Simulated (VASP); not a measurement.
Here is a VASP 6.6.1 calculation.

The input INCAR:

```
ALGO = Normal ; EDIFF = 1E-7
ENCUT = 520 ; GGA = PE
ISIF = 2 ; ISMEAR = -1
LASPH = T ; LCHARG = T
LELF = T ; LREAL = F
LVHAR = T ; LWAVE = F
NBANDS = 16 ; NELM = 100
PREC = Accurate ; SIGMA = 0.01
```

File KPOINTS:

```
k-points
0
Gamma
  9 9 9
```

POSCAR

```
AgCl
1.0
    3.4339730000      0.0515095950      0.0515095950
    0.0515095950      3.4339730000      0.0515095950
    0.0515095950      0.0515095950      3.4339730000
Ag Cl
1 1
Direct
    0.0000000000      0.0000000000      0.0000000000
    0.5000000000      0.5000000000      0.5000000000
```

Potentials or basis: VASP PAW PBE potentials, release 64 (Ag, Cl).

Launch:

```bash
$ cat potpaw_PBE.64/Ag/POTCAR potpaw_PBE.64/Cl/POTCAR > POTCAR
$ mpirun -np 1 vasp_std > vasp.out
```

(1) Estimate the band gap on the k mesh.

(2) Predict the pressure.

Results:

(1) 0.54 eV (least direct gap 1.97 eV).

(2) -0.2 GPa.

Caveat: the cell differs from its parent crystal (equal xy, yz and zx shear strains of +3 %); semilocal functionals underestimate gaps, and a narrow one can read as zero.
